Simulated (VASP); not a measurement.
# CsH5 (P6/mmm) in VASP: further runs

CsH5 is run at these levels: PBE; tasks: relaxation of cell and atoms, single point.

All numbers are computed with VASP 6.6.1; they aren't measurements. Logs are shortened: lines on timing, memory, paths and dates and some standing lists are left out, and cuts for length are marked.

## (1) The cell of the first run

Symmetry: P6/mmm, No. 191, hexagonal system. Conventional cell: a = 5.458 Å, b = 5.458 Å, c = 7.787 Å, α = 90.00°, β = 90.00°, γ = 120.00°. Cs (site symmetry 6/mmm) has 8 H at 2.73 to 3.52 Å within 3.6 Å. H (site symmetry mmm) has 4 H at 2.73 Å and 2 Cs at 2.73 Å within 3.6 Å. H (site symmetry 6mm) has 1 H at 0.75 Å within 1.0 Å.

## (2) Relaxation of cell and atoms, PBE

File INCAR:

```
ALGO = Normal
EDIFF = 1E-7
EDIFFG = -0.01
ENCUT = 600
GGA = PE
IBRION = 2
ISIF = 3
ISMEAR = 0
LASPH = True
LCHARG = False
LREAL = False
LWAVE = False
NELM = 100
NSW = 100
PREC = Accurate
SIGMA = 0.1
```

File KPOINTS:

```
k-points
0
Gamma
  9 9 6
```

File POSCAR:

```
CsH5
1.0
    5.4581141738      0.0000000000      0.0000000000
   -2.7290570869      4.7268655312      0.0000000000
    0.0000000000      0.0000000000      7.7870766425
Cs H
1 5
Direct
    0.0000000000      0.0000000000      0.0000000000
    0.5000000000      0.0000000000      0.0000000000
    0.0000000000      0.5000000000      0.0000000000
    0.5000000000      0.5000000000      0.0000000000
    0.0000000000      0.0000000000      0.4519538482
    0.0000000000      0.0000000000      0.5480461518
```

Potentials or basis: VASP PAW PBE potentials, release 64 (Cs_sv, H).

The run is started by

```
$ cat potpaw_PBE.64/Cs_sv/POTCAR potpaw_PBE.64/H/POTCAR > POTCAR
$ mpirun -np 1 vasp_std > vasp.out
```

OUTCAR:

```text
EDIFF = 1E-7
   EDIFFG = -0.01
   ENCUT = 600
   GGA = PE
   IBRION = 2
   ISIF = 3
   ISMEAR = 0
   LASPH = True
   LREAL = False
   NELM = 100
   NSW = 100
   PREC = Accurate

 ion  position               nearest neighbor table
   1  0.000  0.000  0.000-
   2  0.500  0.000  0.000-
   3  0.000  0.500  0.000-
   4  0.500  0.500  0.000-
   5  0.000  0.000  0.452-   6 0.75
   6  0.000  0.000  0.548-   5 0.75

  LATTYP: Found a hexagonal cell.
 ALAT       =     5.4581141738
 C/A-ratio  =     1.4266972794

  Lattice vectors:

 A1 = (   5.4581141738,   0.0000000000,   0.0000000000)
 A2 = (  -2.7290570869,   4.7268655312,   0.0000000000)
 A3 = (   0.0000000000,   0.0000000000,   7.7870766425)

Analysis of symmetry for initial positions (statically):
=====================================================================
 Subroutine PRICEL returns:
 Original cell was already a primitive cell.

 Routine SETGRP: Setting up the symmetry group for a
 hexagonal supercell.

 Subroutine GETGRP returns: Found 24 space group operations
 (whereof 24 operations were pure point group operations)
 out of a pool of 24 trial point group operations.

The static configuration has the point symmetry D_6h.

Analysis of symmetry for dynamics (positions and initial velocities):
=====================================================================
 Subroutine PRICEL returns:
 Original cell was already a primitive cell.

 Routine SETGRP: Setting up the symmetry group for a
 hexagonal supercell.

 Subroutine GETGRP returns: Found 24 space group operations
 (whereof 24 operations were pure point group operations)
 out of a pool of 24 trial point group operations.

The dynamic configuration has the point symmetry D_6h.

 Subroutine INISYM returns: Found 24 space group operations
 (whereof 24 operations are pure point group operations),
 and found     1 'primitive' translations

----------------------------------------------------------------------------------------

                                     Primitive cell

  volume of cell :     200.9048

  direct lattice vectors                    reciprocal lattice vectors
     5.458114174  0.000000000  0.000000000     0.183213463  0.105778342  0.000000000
    -2.729057087  4.726865531  0.000000000     0.000000000  0.211556685  0.000000000
     0.000000000  0.000000000  7.787076642     0.000000000  0.000000000  0.128417896

  length of vectors
     5.458114174  5.458114174  7.787076642     0.211556685  0.211556685  0.128417896

  position of ions in fractional coordinates (direct lattice)
     0.000000000  0.000000000  0.000000000
     0.500000000  0.000000000  0.000000000
     0.000000000  0.500000000  0.000000000
     0.500000000  0.500000000  0.000000000
     0.000000000  0.000000000  0.451953848
     0.000000000  0.000000000  0.548046152

  ion indices of the primitive-cell ions
   primitive index   ion index
                 1           1
                 2           2
                 3           3
                 4           4
                 5           5
                 6           6

----------------------------------------------------------------------------------------

 KPOINTS: k-points

Automatic generation of k-mesh.
 Grid dimensions read from file:
 generate k-points for:    9    9    6

 Generating k-lattice:

  Cartesian coordinates                     Fractional coordinates (reciprocal lattice)
     0.020357051  0.011753149  0.000000000     0.111111111  0.000000000  0.000000000
     0.000000000  0.023506298  0.000000000     0.000000000  0.111111111  0.000000000
     0.000000000  0.000000000  0.021402983     0.000000000  0.000000000  0.166666667

  Length of vectors
     0.023506298  0.023506298  0.021402983

  Shift w.r.t. Gamma in fractional coordinates (k-lattice)
     0.000000000  0.000000000  0.000000000

 Subroutine IBZKPT returns following result:
 ===========================================

 Found     48 irreducible k-points:

 Following reciprocal coordinates:
            Coordinates               Weight
  0.000000  0.000000  0.000000      1.000000
  0.111111  0.000000  0.000000      6.000000
  0.222222  0.000000  0.000000      6.000000
  0.333333 -0.000000  0.000000      6.000000
  0.444444  0.000000  0.000000      6.000000
  0.111111  0.111111  0.000000      6.000000
[... 16 lines left out ...]
  0.333333  0.222222  0.166667     24.000000
  0.333333  0.333333  0.166667      4.000000
 [... further k-points ...]
   k-points           NKPTS =     48   k-points in BZ     NKDIM =     48   number of bands    NBANDS=     11
   number of dos      NEDOS =    301   number of ions     NIONS =      6
   total plane-waves  NPLWV = 147456
   dimension x,y,z NGX =    48 NGY =   48 NGZ =   64
   dimension x,y,z NGXF=    96 NGYF=   96 NGZF=  128
   ions per type =               1   5
   NGX,Y,Z   is equivalent  to a cutoff of  14.62, 14.62, 13.66 a.u.
   NGXF,Y,Z  is equivalent  to a cutoff of  29.24, 29.24, 27.33 a.u.
 SYSTEM =  unknown system
   PREC   = accura    normal or accurate (medium, high low for compatibility)
   ISTART =      0    job   : 0-new  1-cont  2-samecut
   ICHARG =      2    charge: 1-file 2-atom 10-const
   ISPIN  =      1    spin polarized calculation?
   LNONCOLLINEAR =      F non collinear calculations
   LSORBIT =      F    spin-orbit coupling
   LASPH  =      T    aspherical Exc in radial PAW
   ENCUT  =  600.0 eV  44.10 Ry    6.64 a.u.  10.90 10.90 15.55*2*pi/ulx,y,z
   NELM   =    100;   NELMIN=  2; NELMDL= -5     # of ELM steps
   EDIFF  = 0.1E-06   stopping-criterion for ELM
   LREAL  =      F    real-space projection
   EDIFFG = -.1E-01   stopping-criterion for IOM
   NSW    =    100    number of steps for IOM
   IBRION =      2    ionic relax: 0-MD 1-quasi-New 2-CG
   NFREE  =      1    steps in history (QN), initial steepest desc. (CG)
   ISIF   =      3    stress and relaxation
   ISYM   =      2    0-nonsym 1-usesym 2-fastsym
   POTIM  = 0.5000    time-step for ionic-motion
   TEBEG  =    0.0;   TEEND  =   0.0 temperature during run
   PSTRESS=    0.0 pullay stress
   NELECT =      14.0000    total number of electrons
   NUPDOWN=      -1.0000    fix difference up-down
   EMIN   =  10.00;   EMAX   =-10.00  energy-range for DOS
   EFERMI =   0.00;   METHOD = LEGACY
   ISMEAR =     0;   SIGMA  =   0.10  broadening in eV -4-tet -1-fermi 0-gaus
   EFERMI_NEDOS =   21; number of points for ismear=-14 and -15
   IALGO  =     38    algorithm
   IMIX   =      4    mixing-type and parameters
     AMIX     =   0.40;   BMIX     =  1.00
     AMIX_MAG =   1.60;   BMIX_MAG =  1.00
  volume/ion in A,a.u.               =      33.48       225.96
  Fermi-wavevector in a.u.,A,eV,Ry     =   0.673681  1.273072  6.174944  0.453846
  Thomas-Fermi vector in A             =   1.750173
   LORBIT       =      0    0 simple, 1 ext, 2 COOP (PROOUT), +10 PAW based schemes
   GGA     = PE    functional components
   LHFCALC =     F    Hartree Fock is set to
   AEXX    =    0.0000 exact exchange contribution
   IVDW    =     0    specifies the selected vdW correction
   LEPSILON=     F    determine dielectric tensor
   LRPA    =     F    only Hartree local field effects (RPA)
 conjugate gradient relaxation of ions
 non-spin polarized calculation
 Gauss-broadening in eV      SIGMA  =   0.10
  energy-cutoff  :      600.00
  volume of cell :      200.90
 maximum number of plane-waves:      6735
 NGX is ok and might be reduce to    48
   NGX = 21   NGY = 21   NGZ = 31

--------------------------------------- Ionic step        1  -------------------------------------------

 number of electron      14.0000000 magnetization

 Free energy of the ion-electron system (eV)
  ---------------------------------------------------
  ext. energy  EPLUGINS =         0.00000000
  ---------------------------------------------------
  free energy    TOTEN  =       -13.03940435 eV

  energy without entropy =      -13.03183300  energy(sigma->0) =      -13.03561867

------------------------ aborting loop because EDIFF is reached ----------------------------------------

  FORCE on cell =-STRESS in cart. coord.  units (eV):
  Direction    XX          YY          ZZ          XY          YZ          ZX
  --------------------------------------------------------------------------------------
  -------------------------------------------------------------------------------------
  Total       -0.0297136     -0.0297136      0.1244202      0.0000000     -0.0000000      0.0000000
  in kB       -0.2369600     -0.2369600      0.9922274      0.0000000     -0.0000000      0.0000000
  external PRESSURE =       0.1727691 kB  Pullay stress =       0.0000000 kB
[... 101 lines left out ...]
  FREE ENERGIE OF THE ION-ELECTRON SYSTEM (eV)
  ---------------------------------------------------
  free  energy   TOTEN  =       -13.0397049468 eV

  energy  without entropy=      -13.0321566659  energy(sigma->0) =      -13.03593081

[... ionic steps 4 to 28 ...]

--------------------------------------- Ionic step       29  -------------------------------------------

 number of electron      13.9999999 magnetization

------------------------ aborting loop because EDIFF is reached ----------------------------------------
[... 75 lines left out ...]
--------------------------------------- Ionic step       31  -------------------------------------------

 number of electron      13.9999999 magnetization

 Free energy of the ion-electron system (eV)
  ---------------------------------------------------
  ext. energy  EPLUGINS =         0.00000000
  ---------------------------------------------------
  free energy    TOTEN  =       -13.04360485 eV

  energy without entropy =      -13.03608179  energy(sigma->0) =      -13.03984332

 E-fermi :  -3.3172     XC(G=0):  -4.3244

 val. band max:       -3.3358168557   @ k =   0.0000   0.0000   0.5000
 cond. band min:      -3.2501920235   @ k =   0.1111   0.0000   0.0000
 fundamental gap:      0.0856248323
 Fermi energy:        -3.3171911230

 k-point     1 :       0.0000    0.0000    0.0000
  band No.  band energies     occupation
      1     -23.6065      2.00000
      2     -10.6167      2.00000
      3     -10.3956      2.00000
      4     -10.3956      2.00000
      5      -9.2554      2.00000
      6      -5.6478      2.00000
      7      -3.3360      1.20971
      8      -3.3360      1.20971
      9       0.6802      0.00000
     10       0.7706      0.00000
     11       3.5855      0.00000
[... 309 lines left out ...]
 k-point    24 :       0.3333    0.3333    0.1667
  band No.  band energies     occupation
      1     -23.5958      2.00000
      2     -10.6744      2.00000
      3     -10.6744      2.00000
      4     -10.5996      2.00000
      5      -9.2281      2.00000
      6      -3.7431      2.00000
      7      -3.7431      2.00000
      8      -3.0761      0.00065
      9       1.4746      0.00000
     10       1.4746      0.00000
     11       1.4991      0.00000

 [... further k-points ...]

------------------------ aborting loop because EDIFF is reached ----------------------------------------

  FORCE on cell =-STRESS in cart. coord.  units (eV):
  Direction    XX          YY          ZZ          XY          YZ          ZX
  --------------------------------------------------------------------------------------
  -------------------------------------------------------------------------------------
  Total        0.0140015      0.0140015     -0.0188972      0.0000000     -0.0000000      0.0000000
  in kB        0.1026244      0.1026244     -0.1385073      0.0000000     -0.0000000      0.0000000
  external PRESSURE =       0.0222471 kB  Pullay stress =       0.0000000 kB
[... 21 lines left out ...]
  FREE ENERGIE OF THE ION-ELECTRON SYSTEM (eV)
  ---------------------------------------------------
  free  energy   TOTEN  =       -13.0436048533 eV

  energy  without entropy=      -13.0360817871  energy(sigma->0) =      -13.03984332

 reached required accuracy - stopping structural energy minimisation
```

Wall time 28 min (1 thread of AMD EPYC 9R45 (Zen 5), shared host); peak memory 0.48 GiB.

What came out:

- Free energy: -13.0436 eV
- Relaxed volume: 36.43 Å³/atom
- Relaxed cell: a = 5.447 Å, b = 5.447 Å, c = 8.507 Å, α = 90.00°, β = 90.00°, γ = 120.00°
- Space group after relaxing (to 0.05 Å): P6/mmm (No. 191)
- Energy gained by relaxing: 0.7 meV/atom
- Ionic steps: 31
- Pressure after relaxing: 0.0 GPa
- Band gap on the k mesh: zero (filled and empty bands touch)

The path:
```tsv
step	energy change (eV)	largest force (eV/Å)	pressure (GPa)	volume (Å³)
1	0.0000	0.0016	0.02	200.90
2	-0.0001	0.0291	0.01	201.01
3	-0.0003	0.1206	0.00	201.32
4	-0.0003	0.1193	0.00	201.34
5	-0.0004	0.1157	0.00	201.38
6	-0.0005	0.1082	0.01	201.48
7	-0.0007	0.0933	0.02	201.66
8	-0.0011	0.0630	0.03	202.02
9	-0.0017	0.0002	0.06	202.74
10	-0.0018	0.1337	0.12	204.14
11	-0.0019	0.0813	0.09	203.59
12	-0.0021	0.0396	0.09	204.06
13	-0.0022	0.0504	0.09	205.11
14	-0.0022	0.0311	0.09	204.88
15	-0.0024	0.0233	0.09	205.31
16	-0.0027	0.0004	0.09	206.60
17	-0.0032	0.0523	0.09	209.18
18	-0.0033	0.1732	0.09	214.34
19	-0.0034	0.1334	0.09	212.57
20	-0.0035	0.1118	0.08	213.01
21	-0.0037	0.0472	0.06	214.34
22	-0.0037	0.0776	0.03	217.01
23	-0.0038	0.0088	0.05	215.54
24	-0.0038	0.0069	0.05	215.63
25	-0.0039	0.0013	0.04	215.91
26	-0.0040	0.0099	0.04	216.47
27	-0.0041	0.0325	0.02	217.59
28	-0.0041	0.0787	0.00	219.84
29	-0.0042	0.0466	0.02	218.26
30	-0.0042	0.0172	0.00	218.71
31	-0.0042	0.0009	0.00	218.59
```

Final structure:
```xyz
6
Lattice="5.4472 0.0000 0.0000 -2.7236 4.7174 0.0000 0.0000 0.0000 8.5065" Properties=species:S:1:pos:R:3 pbc="T T T"
Cs    0.0000    0.0000    0.0000
H     2.7236    0.0000    0.0000
H    -1.3618    2.3587    0.0000
H     1.3618    2.3587    0.0000
H     0.0000    0.0000    3.8786
H     0.0000    0.0000    4.6279
```

Caveat: spin-orbit coupling is left out, which moves the levels of the heavy elements.

## (3) Single point, PBE

File INCAR:

```
PREC = Accurate
ENCUT = 520
EDIFF = 1E-6
ISMEAR = 0
SIGMA = 0.1
LREAL = F
LASPH = T
NELM = 100
ALGO = Normal
ISIF = 2
LWAVE = F
LCHARG = F
GGA = PE
NBANDS = 16
```

File KPOINTS:

```
Automatic mesh
0
Gamma
  6 6 4
```

POSCAR is that of step 2.

Potentials or basis: VASP PAW PBE potentials, release 64 (Cs_sv, H).

The run is started by

```
$ cat potpaw_PBE.64/Cs_sv/POTCAR potpaw_PBE.64/H/POTCAR > POTCAR
$ mpirun -np 1 vasp_std > vasp.out
```

Wall time 52 s (1 thread of AMD EPYC 9R45 (Zen 5), shared host); peak memory 0.29 GiB.

Results (log left out):

| Quantity | Value |
| --- | --- |
| Free energy | -13.0357 eV |
| Pressure | 0.0 GPa |
| Largest force | 0.008 eV/Å |
| Band gap on the k mesh | zero (filled and empty bands touch) |

Forces on the atoms (eV/Å):
```
Cs   0.000  0.000  0.000
H    0.000  0.000  0.000
H    0.000  0.000  0.000
H    0.000  0.000  0.000
H    0.000  0.000 -0.008
H    0.000  0.000  0.008
```

Stress tensor (GPa, compression positive):
```
-0.05  0.00  0.00
 0.00 -0.05  0.00
 0.00  0.00  0.06
```

Levels at points of the mesh, in eV from the Fermi level:
| k point | band 5 | band 6 | band 7 | band 8 | band 9 | band 10 |
| --- | --- | --- | --- | --- | --- | --- |
| (0.00, 0.00, 0.00) | -6.04 | -2.32 | -0.02 | -0.02 | 4.25 | 4.32 |
| (0.50, 0.00, 0.00) | -6.02 | -1.06 | -0.43 | 0.81 | 4.65 | 4.93 |
| (0.00, 0.00, 0.50) | -5.98 | -2.32 | -0.02 | -0.02 | 3.80 | 4.13 |
| (0.50, 0.00, 0.50) | -5.96 | -1.06 | -0.43 | 0.81 | 3.92 | 4.21 |

Caveat: spin-orbit coupling is left out, which moves the levels of the heavy elements.

(Part 1 of 2 ends here.)
